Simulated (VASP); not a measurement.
# WSe2 (P1) in VASP: single point with LDA

Aim: the single point of WSe2 with LDA.

Program: VASP 6.6.1. These are calculated values, not measurements. Logs are shortened: lines on timing, memory, paths and dates and some standing lists are left out, and cuts for length are marked.

## Step 1: The cell of the first run

The typed cell holds 6 atoms: a = 3.290 Å, b = 3.290 Å, c = 12.970 Å, α = 90.00°, β = 90.00°, γ = 120.00°.

## Step 2: Single point, LDA (atom 3 (Se) moved +0.450 Å along Cartesian [1 -1 0])

Input file INCAR:

```
ALGO = Normal ; EDIFF = 1E-6
ENCUT = 500 ; GGA_COMPAT = F
ISIF = 2 ; ISMEAR = 0
LASPH = T ; LCHARG = F
LREAL = F ; LWAVE = F
NBANDS = 35 ; NELM = 120
PREC = Accurate ; SIGMA = 0.05
```

Input file KPOINTS:

```
k-points
0
Gamma
  12 12 2
```

Input file POSCAR:

```
WSe2
1.0
    3.2899984505      0.0000000000      0.0000000000
   -1.6449992252      2.8492222365      0.0000000000
    0.0000000000      0.0000000000     12.9700000000
W Se
2 4
Direct
    0.3333333333      0.6666666667      0.2500000000
    0.6666666667      0.3333333333      0.7500000000
    0.3742106537      0.5549877504      0.6210000000
    0.6666666667      0.3333333333      0.1210000000
    0.3333333333      0.6666666667      0.8790000000
    0.6666666667      0.3333333333      0.3790000000
```

Potentials or basis: VASP PAW LDA potentials, release 64 (W_sv, Se).

Run with:

```console
cat potpaw_LDA.64/W_sv/POTCAR potpaw_LDA.64/Se/POTCAR > POTCAR
mpirun -np 1 vasp_std > vasp.out
```

OUTCAR:

```text
EDIFF = 1E-6
   ENCUT = 500
   ISIF = 2
   ISMEAR = 0
   LASPH = T
   LREAL = F
   NELM = 120
   PREC = Accurate

 ion  position               nearest neighbor table
   1  0.333  0.667  0.250-   4 2.53   6 2.53   4 2.53   6 2.53   4 2.53   6 2.53
   2  0.667  0.333  0.750-   3 2.23   5 2.53   5 2.53   5 2.53   3 2.66   3 2.80
   3  0.374  0.555  0.621-   2 2.23   2 2.66   2 2.80
   4  0.667  0.333  0.121-   1 2.53   1 2.53   1 2.53
   5  0.333  0.667  0.879-   2 2.53   2 2.53   2 2.53
   6  0.667  0.333  0.379-   1 2.53   1 2.53   1 2.53

  LATTYP: Found a hexagonal cell.
 ALAT       =     3.2899984505
 C/A-ratio  =     3.9422510968

  Lattice vectors:

 A1 = (   3.2899984505,   0.0000000000,   0.0000000000)
 A2 = (  -1.6449992252,   2.8492222365,   0.0000000000)
 A3 = (   0.0000000000,   0.0000000000,  12.9700000000)

Analysis of symmetry for initial positions (statically):
=====================================================================
 Subroutine PRICEL returns:
 Original cell was already a primitive cell.

 Routine SETGRP: Setting up the symmetry group for a
 hexagonal supercell.

 Subroutine GETGRP returns: Found  1 space group operations
 (whereof  1 operations were pure point group operations)
 out of a pool of 24 trial point group operations.

The static configuration has the point symmetry C_1 .

Analysis of symmetry for dynamics (positions and initial velocities):
=====================================================================
 Subroutine PRICEL returns:
 Original cell was already a primitive cell.

 Routine SETGRP: Setting up the symmetry group for a
 hexagonal supercell.

 Subroutine GETGRP returns: Found  1 space group operations
 (whereof  1 operations were pure point group operations)
 out of a pool of 24 trial point group operations.

The dynamic configuration has the point symmetry C_1 .

 Subroutine INISYM returns: Found  1 space group operations
 (whereof  1 operations are pure point group operations),
 and found     1 'primitive' translations

----------------------------------------------------------------------------------------

                                     Primitive cell

  volume of cell :     121.5800

  direct lattice vectors                    reciprocal lattice vectors
     3.289998451  0.000000000  0.000000000     0.303951511  0.175486487  0.000000000
    -1.644999225  2.849222237  0.000000000     0.000000000  0.350972973  0.000000000
     0.000000000  0.000000000 12.970000000     0.000000000  0.000000000  0.077101002

  length of vectors
     3.289998451  3.289998450 12.970000000     0.350972973  0.350972973  0.077101002

  position of ions in fractional coordinates (direct lattice)
     0.333333333  0.666666667  0.250000000
     0.666666667  0.333333333  0.750000000
     0.374210654  0.554987750  0.621000000
     0.666666667  0.333333333  0.121000000
     0.333333333  0.666666667  0.879000000
     0.666666667  0.333333333  0.379000000

  ion indices of the primitive-cell ions
   primitive index   ion index
                 1           1
                 2           2
                 3           3
                 4           4
                 5           5
                 6           6

----------------------------------------------------------------------------------------

 KPOINTS: k-points

Automatic generation of k-mesh.
 Grid dimensions read from file:
 generate k-points for:   12   12    2

 Generating k-lattice:

  Cartesian coordinates                     Fractional coordinates (reciprocal lattice)
     0.025329293  0.014623874  0.000000000     0.083333333 -0.000000000  0.000000000
     0.000000000  0.029247748  0.000000000     0.000000000  0.083333333  0.000000000
     0.000000000  0.000000000  0.038550501     0.000000000  0.000000000  0.500000000

  Length of vectors
     0.029247748  0.029247748  0.038550501

  Shift w.r.t. Gamma in fractional coordinates (k-lattice)
     0.000000000  0.000000000  0.000000000

 Subroutine IBZKPT returns following result:
 ===========================================

 Found    148 irreducible k-points:

 Following reciprocal coordinates:
            Coordinates               Weight
  0.000000  0.000000  0.000000      1.000000
  0.083333 -0.000000  0.000000      2.000000
  0.000000  0.083333  0.000000      2.000000
 -0.083333  0.083333  0.000000      2.000000
  0.166667 -0.000000  0.000000      2.000000
  0.000000  0.166667  0.000000      2.000000
[... 16 lines left out ...]
  0.166667  0.083333  0.000000      2.000000
 -0.083333  0.250000  0.000000      2.000000
 [... further k-points ...]
   k-points           NKPTS =    148   k-points in BZ     NKDIM =    148   number of bands    NBANDS=     35
   number of dos      NEDOS =    301   number of ions     NIONS =      6
   total plane-waves  NPLWV =  55296
   dimension x,y,z NGX =    24 NGY =   24 NGZ =   96
   dimension x,y,z NGXF=    48 NGYF=   48 NGZF=  192
   ions per type =               2   4
   NGX,Y,Z   is equivalent  to a cutoff of  12.13, 12.13, 12.31 a.u.
   NGXF,Y,Z  is equivalent  to a cutoff of  24.25, 24.25, 24.61 a.u.
 SYSTEM =  unknown system
   PREC   = accura    normal or accurate (medium, high low for compatibility)
   ISTART =      0    job   : 0-new  1-cont  2-samecut
   ICHARG =      2    charge: 1-file 2-atom 10-const
   ISPIN  =      1    spin polarized calculation?
   LNONCOLLINEAR =      F non collinear calculations
   LSORBIT =      F    spin-orbit coupling
   LASPH  =      T    aspherical Exc in radial PAW
   ENCUT  =  500.0 eV  36.75 Ry    6.06 a.u.   6.00  6.00 23.65*2*pi/ulx,y,z
   NELM   =    120;   NELMIN=  2; NELMDL= -5     # of ELM steps
   EDIFF  = 0.1E-05   stopping-criterion for ELM
   LREAL  =      F    real-space projection
   EDIFFG = 0.1E-04   stopping-criterion for IOM
   NSW    =      0    number of steps for IOM
   IBRION =     -1    ionic relax: 0-MD 1-quasi-New 2-CG
   NFREE  =      0    steps in history (QN), initial steepest desc. (CG)
   ISIF   =      2    stress and relaxation
   ISYM   =      2    0-nonsym 1-usesym 2-fastsym
   POTIM  = 0.5000    time-step for ionic-motion
   TEBEG  =    0.0;   TEEND  =   0.0 temperature during run
   PSTRESS=    0.0 pullay stress
   NELECT =      52.0000    total number of electrons
   NUPDOWN=      -1.0000    fix difference up-down
   EMIN   =  10.00;   EMAX   =-10.00  energy-range for DOS
   EFERMI =   0.00;   METHOD = LEGACY
   ISMEAR =     0;   SIGMA  =   0.05  broadening in eV -4-tet -1-fermi 0-gaus
   EFERMI_NEDOS =   21; number of points for ismear=-14 and -15
   IALGO  =     38    algorithm
   IMIX   =      4    mixing-type and parameters
     AMIX     =   0.40;   BMIX     =  1.00
     AMIX_MAG =   1.60;   BMIX_MAG =  1.00
  volume/ion in A,a.u.               =      20.26       136.74
  Fermi-wavevector in a.u.,A,eV,Ry     =   1.233451  2.330885 20.699927  1.521402
  Thomas-Fermi vector in A             =   2.368181
   LORBIT       =      0    0 simple, 1 ext, 2 COOP (PROOUT), +10 PAW based schemes
   GGA     = CA    functional components
   LHFCALC =     F    Hartree Fock is set to
   AEXX    =    0.0000 exact exchange contribution
   IVDW    =     0    specifies the selected vdW correction
   LEPSILON=     F    determine dielectric tensor
   LRPA    =     F    only Hartree local field effects (RPA)
 non-spin polarized calculation
 Gauss-broadening in eV      SIGMA  =   0.05
  energy-cutoff  :      500.00
  volume of cell :      121.58
 maximum number of plane-waves:      3144
   NGX = 11   NGY = 11   NGZ = 47

 number of electron      51.9999995 magnetization

 Free energy of the ion-electron system (eV)
  ---------------------------------------------------
  ext. energy  EPLUGINS =         0.00000000
  ---------------------------------------------------
  free energy    TOTEN  =       -47.47469578 eV

  energy without entropy =      -47.47469578  energy(sigma->0) =      -47.47469578

 E-fermi :   6.5658     XC(G=0): -11.0060

 val. band max:        6.2560988525   @ k =   0.0000   0.0000   0.0000
 cond. band min:       7.1175761057   @ k =   0.1667   0.1667   0.0000
 fundamental gap:      0.8614772532
 Fermi energy:         6.5658036746

 k-point     1 :       0.0000    0.0000    0.0000
  band No.  band energies     occupation
      1     -67.6492      2.00000
      2     -67.5851      2.00000
      3     -32.1958      2.00000
      4     -32.1592      2.00000
      5     -32.0204      2.00000
      6     -32.0195      2.00000
[... 27 lines left out ...]
     34       9.7142      0.00000
     35      10.8662      0.00000

 k-point     2 :       0.0833   -0.0000    0.0000
  band No.  band energies     occupation
      1     -67.6485      2.00000
      2     -67.5843      2.00000
      3     -32.1936      2.00000
      4     -32.1561      2.00000
      5     -32.0361      2.00000
      6     -32.0239      2.00000
[... 27 lines left out ...]
     34       9.6421      0.00000
     35      11.4607      0.00000

 k-point     3 :       0.0000    0.0833    0.0000
  band No.  band energies     occupation
      1     -67.6485      2.00000
      2     -67.5843      2.00000
      3     -32.1933      2.00000
      4     -32.1561      2.00000
      5     -32.0358      2.00000
      6     -32.0241      2.00000
[... 27 lines left out ...]
     34       9.6715      0.00000
     35      11.4537      0.00000
[... 723 lines left out ...]
 k-point    23 :       0.1667    0.0833    0.0000
  band No.  band energies     occupation
      1     -67.6448      2.00000
      2     -67.5807      2.00000
      3     -32.1834      2.00000
      4     -32.1404      2.00000
      5     -32.1147      2.00000
      6     -32.0463      2.00000
[... 27 lines left out ...]
     34      10.0851      0.00000
     35      12.8983      0.00000

 k-point    24 :      -0.0833    0.2500    0.0000
  band No.  band energies     occupation
      1     -67.6448      2.00000
      2     -67.5807      2.00000
      3     -32.1838      2.00000
      4     -32.1404      2.00000
      5     -32.1150      2.00000
      6     -32.0666      2.00000
[... 27 lines left out ...]
     34      10.1761      0.00000
     35      12.8330      0.00000

 [... further k-points ...]

------------------------ aborting loop because EDIFF is reached ----------------------------------------

  FORCE on cell =-STRESS in cart. coord.  units (eV):
  Direction    XX          YY          ZZ          XY          YZ          ZX
  --------------------------------------------------------------------------------------
  -------------------------------------------------------------------------------------
  Total       -0.1820941     -2.5850506      2.3303506     -1.0576242     -4.0888138      6.3210144
  in kB       -2.3996313    -34.0657245     30.7092953    -13.9373417    -53.8822744     83.2981520
  external PRESSURE =      -1.9186868 kB  Pullay stress =       0.0000000 kB

 VOLUME and BASIS-vectors are now :
 -----------------------------------------------------------------------------
  energy-cutoff  :      500.00
  volume of cell :      121.58
      direct lattice vectors                 reciprocal lattice vectors
     3.289998451  0.000000000  0.000000000     0.303951511  0.175486487  0.000000000
    -1.644999225  2.849222237  0.000000000     0.000000000  0.350972973  0.000000000
     0.000000000  0.000000000 12.970000000     0.000000000  0.000000000  0.077101002

 POSITION                                       TOTAL-FORCE (eV/Angst)
 -----------------------------------------------------------------------------------
     -0.00000      1.89948      3.24250         0.019224     -0.014653      0.007334
      1.64500      0.94974      9.72750         3.605963     -2.670954      2.542996
      0.31820      1.58128      8.05437        -3.774417      2.626433     -2.351518
      1.64500      0.94974      1.56937        -0.005833      0.003848      0.258395
     -0.00000      1.89948     11.40063         0.134624      0.072532     -0.185214
      1.64500      0.94974      4.91563         0.020438     -0.017206     -0.271993
 -----------------------------------------------------------------------------------
    total drift:                               -0.000064      0.000073      0.000084

  FREE ENERGIE OF THE ION-ELECTRON SYSTEM (eV)
  ---------------------------------------------------
  free  energy   TOTEN  =       -47.4746957784 eV

  energy  without entropy=      -47.4746957784  energy(sigma->0) =      -47.47469578
```

Wall time 15 min (1 thread of Intel Xeon 8259CL, shared host); peak memory 0.54 GiB.

What came out:

```
Free energy            : -47.4747 eV
Pressure               : -0.2 GPa
Largest force          : 5.165 eV/Å
Band gap on the k mesh : 0.86 eV (least direct gap 1.37 eV)
```

Forces in eV/Å, atoms in the order of the input:
```
W    0.019 -0.015  0.007
W    3.606 -2.671  2.543
Se  -3.774  2.626 -2.352
Se  -0.006  0.004  0.258
Se   0.135  0.073 -0.185
Se   0.020 -0.017 -0.272
```

Stress tensor (GPa, compression positive):
```
-0.24 -1.39  8.33
-1.39 -3.41 -5.39
 8.33 -5.39  3.07
```

Caveat: the cell differs from its parent crystal (atom 3 (Se) moved +0.450 Å along Cartesian [1 -1 0]); the stress differs along the axes, from -3 to 3 GPa; spin-orbit coupling is left out, which moves the levels of the heavy elements; forces of over 1 eV/Å act on the atoms, so gaps and moduli don't describe the material at rest. A k mesh can miss the band edges.
